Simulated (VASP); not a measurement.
Write the native input for VASP 6.6.1 that does the following.

```yaml
Task: single point
Functional: PBEsol
Potentials_or_basis: VASP PAW PBE potentials, release 64 (Hf_pv, C)
Cutoff: 520 eV
k_mesh: 10 × 10 × 10
Occupations: fermi-dirac, width 0.05 eV
Spin: no spin polarisation
Dipole_correction: no
Further_INCAR_settings: ALGO = Normal; EDIFF = 1e-06; NBANDS = 14
```

The structure of HfC lies in POSCAR:

```
HfC
1.0
    0.0000000000      2.3037144842      2.3037144842
    2.3037144842      0.0000000000      2.3037144842
    2.3037144842      2.3037144842      0.0000000000
Hf C
1 1
Direct
    0.5000000000      0.5000000000      0.5000000000
    0.0000000000      0.0000000000      0.0000000000
```

One way to write it, as run:

INCAR

```
SYSTEM = HfC
PREC = Accurate
ENCUT = 520
EDIFF = 1E-6
ISMEAR = -1
SIGMA = 0.05
LREAL = .FALSE.
LASPH = .TRUE.
NELM = 100
ALGO = Normal
ISIF = 2
LWAVE = .FALSE.
LCHARG = .FALSE.
GGA = PS
NBANDS = 14
```

KPOINTS

```
Automatic mesh
0
G
  10 10 10
  0 0 0
```

Potentials or basis: VASP PAW PBE potentials, release 64 (Hf_pv, C).

Command:

```bash
$ cat potpaw_PBE.64/Hf_pv/POTCAR potpaw_PBE.64/C/POTCAR > POTCAR
$ mpirun -np 1 vasp_std > vasp.out
```

It gave:

* Pressure: -0.4 GPa
* Band gap on the k mesh: zero (band 7 reaches 7.06 eV, above the bottom of band 8 at 5.62 eV)

Caveat: the PAW data sets were made with another functional, which shifts forces and pressure a little; spin-orbit coupling is left out, which moves the levels of the heavy elements.

It took 10 s on 1 thread of AMD EPYC 7R13 Processor (Zen 3), with other jobs on the host, peak memory 0.12 GiB.
